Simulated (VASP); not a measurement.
# ZrC (P6_3/mmc) in VASP: notebook, part 2 of 2

VASP 6.6.1. The steps go on from the part before.

## Step 5: Relaxation of cell and atoms, PBEsol, target pressure 20 GPa, at which the enthalpy is minimised

Contents of INCAR:

```
SYSTEM = ZrC
ALGO = Normal
EDIFF = 1E-6
EDIFFG = -0.01
ENCUT = 600
GGA = PS
IBRION = 2
ISIF = 3
ISMEAR = -1
LASPH = .TRUE.
LCHARG = .FALSE.
LREAL = .FALSE.
LWAVE = .FALSE.
NELM = 80
NSW = 60
PREC = Accurate
PSTRESS = 200.0
SIGMA = 0.05
```

Contents of KPOINTS:

```
k-points
0
G
  9 9 5
  0 0 0
```

Contents of POSCAR:

```
ZrC
1.0
    3.3914762718      0.0000000000      0.0000000000
   -1.6957381359      2.9371046077      0.0000000000
    0.0000000000      0.0000000000      5.2900530000
Zr C
2 2
Direct
    0.6666666667      0.3333333333      0.7500000000
    0.3333333333      0.6666666667      0.2500000000
    0.0000000000      0.0000000000      0.5000000000
    0.0000000000      0.0000000000      0.0000000000
```

Launch:

```sh
cat potpaw_PBE.64/Zr_sv/POTCAR potpaw_PBE.64/C/POTCAR > POTCAR
mpirun -np 1 vasp_std > vasp.out
```

It took 5.7 min on 1 thread of Intel Xeon 8259CL, shared host; peak memory 0.21 GiB.

It converged, with:

```
Free energy                                                : -40.2890 eV
Relaxed volume                                             : 11.82 Å³/atom
Relaxed cell                                               : a = 3.260 Å, b = 3.260 Å, c = 5.136 Å, α = 90.00°, β = 90.00°, γ = 120.00°
Space group after relaxing (to 0.1 Å)                      : P6_3/mmc (No. 194)
Energy change on relaxing (the run minimises the enthalpy) : +41.8 meV/atom
Ionic steps                                                : 7
Pressure after relaxing                                    : 20.0 GPa
Band gap on the k mesh                                     : zero (bands 16 and 17 overlap by 1.02 eV)
```

The path:
| step | energy change (eV) | largest force (eV/Å) | pressure (GPa) | volume (Å³) |
| --- | --- | --- | --- | --- |
| 1 | 0.0000 | 0.0000 | -7.56 | 52.69 |
| 2 | 4.4352 | 0.0000 | 135.94 | 37.23 |
| 3 | 0.1158 | 0.0000 | 17.08 | 47.73 |
| 4 | 0.1563 | 0.0000 | 19.38 | 47.37 |
| 5 | 0.1689 | 0.0000 | 20.05 | 47.27 |
| 6 | 0.1684 | 0.0000 | 20.05 | 47.27 |
| 7 | 0.1673 | 0.0000 | 20.03 | 47.28 |

Final structure:
```
Zr C
1.0
     3.26034    0.00000    0.00000
    -1.63017    2.82353    0.00000
     0.00000    0.00000    5.13578
Zr C
2 2
Direct
  0.66667 0.33333 0.75000
  0.33333 0.66667 0.25000
  0.00000 0.00000 0.50000
  0.00000 0.00000 0.00000
```

Levels at points of the mesh, in eV from the Fermi level:
```
           k point  band 14  band 15  band 16  band 17  band 18  band 19
(0.00, 0.00, 0.00)    -1.15    -1.15     0.96     1.37     1.37     1.91
```

Caveat: the cell is relaxed towards a set pressure, so the run minimises the enthalpy, not the energy; the PAW data sets were made with another functional, which shifts forces and pressure a little.

## Step 6: Relaxation of cell and atoms, PBEsol, target pressure 30 GPa, at which the enthalpy is minimised

Contents of INCAR:

```
SYSTEM = ZrC
PREC     = Accurate       ! precision mode
ENCUT    = 600            ! plane-wave cutoff, eV
EDIFF    = 1E-7           ! SCF threshold, eV
ISMEAR   = -1             ! smearing method
SIGMA    = 0.05           ! smearing width, eV
LREAL    = .False.        ! projectors in reciprocal space
LASPH    = .True.         ! aspherical terms in the spheres
NELM     = 60             ! most SCF steps
ALGO     = Normal         ! electronic algorithm
ISIF     = 3              ! what is computed and relaxed
LWAVE    = .False.        ! write WAVECAR
LCHARG   = .False.        ! write CHGCAR
GGA      = PS             ! functional
IBRION   = 2              ! ionic algorithm
NSW      = 60             ! ionic steps
EDIFFG   = -0.01          ! ionic threshold
PSTRESS  = 300.0
```

Contents of KPOINTS:

```
Automatic mesh
0
Gamma
  9 9 5
  0 0 0
```

POSCAR is that of step 5.

Potentials or basis: VASP PAW PBE potentials, release 64 (Zr_sv, C).

Launch:

```sh
cat potpaw_PBE.64/Zr_sv/POTCAR potpaw_PBE.64/C/POTCAR > POTCAR
mpirun -np 1 vasp_std > vasp.out
```

It took 6.5 min on 1 thread of Intel Xeon 8259CL, shared host; peak memory 0.21 GiB.

It converged, with:

```
Free energy                                                : -40.0698 eV
Relaxed volume                                             : 11.47 Å³/atom
Relaxed cell                                               : a = 3.231 Å, b = 3.231 Å, c = 5.073 Å, α = 90.00°, β = 90.00°, γ = 120.00°
Space group after relaxing (to 0.1 Å)                      : P6_3/mmc (No. 194)
Energy change on relaxing (the run minimises the enthalpy) : +96.6 meV/atom
Ionic steps                                                : 7
Pressure after relaxing                                    : 30.0 GPa
Band gap on the k mesh                                     : zero (bands 16 and 17 overlap by 1.02 eV)
```

Stress tensor (GPa, compression positive):
```
29.98  0.00  0.00
 0.00 29.98  0.00
 0.00  0.00 30.06
```

The path:
| step | energy change (eV) | largest force (eV/Å) | pressure (GPa) | volume (Å³) |
| --- | --- | --- | --- | --- |
| 1 | 0.0000 | 0.0000 | -7.55 | 52.69 |
| 2 | 10.0325 | 0.0000 | 250.30 | 32.48 |
| 3 | 0.2336 | 0.0000 | 23.28 | 46.79 |
| 4 | 0.3416 | 0.0000 | 28.12 | 46.12 |
| 5 | 0.3876 | 0.0000 | 30.02 | 45.86 |
| 6 | 0.3873 | 0.0000 | 30.02 | 45.86 |
| 7 | 0.3865 | 0.0000 | 30.01 | 45.87 |

Final structure:
```
CELL_PARAMETERS angstrom
3.23113 0.00000 0.00000
-1.61556 2.79824 0.00000
0.00000 0.00000 5.07304
ATOMIC_POSITIONS crystal
Zr 0.66667 0.33333 0.75000
Zr 0.33333 0.66667 0.25000
C 0.00000 0.00000 0.50000
C 0.00000 0.00000 0.00000
```

Levels at points of the mesh, in eV from the Fermi level:
| k point | band 13 | band 14 | band 15 | band 16 | band 17 | band 18 | band 19 | band 20 |
| --- | --- | --- | --- | --- | --- | --- | --- | --- |
| (0.00, 0.00, 0.00) | -3.07 | -1.19 | -1.19 | 1.00 | 1.41 | 1.41 | 1.95 | 1.95 |

Caveat: the cell is relaxed towards a set pressure, so the run minimises the enthalpy, not the energy; the PAW data sets were made with another functional, which shifts forces and pressure a little.

## Step 7: Overview

| cell | gap on the mesh (eV) | pressure (GPa) |
| --- | --- | --- |
| relaxed to 2 GPa | none | 2.0 |
| relaxed to 5 GPa | none | 4.9 |
| relaxed to 10 GPa | none | 9.9 |
| relaxed to 20 GPa | none | 20.0 |
| relaxed to 30 GPa | none | 30.0 |

Alike in all rows: task relaxation of cell and atoms; level PBEsol; potentials or basis VASP PAW PBE potentials, release 64 (Zr_sv, C); no spin polarisation; k mesh 9 × 9 × 5; cutoff (eV) 600; smearing fermi-dirac 0.05 eV.

Caveats: the cell is relaxed towards a set pressure, so the run minimises the enthalpy, not the energy; the PAW data sets were made with another functional, which shifts forces and pressure a little.

Total energies depend on the potentials used, so only differences within one code and one set of settings carry meaning.
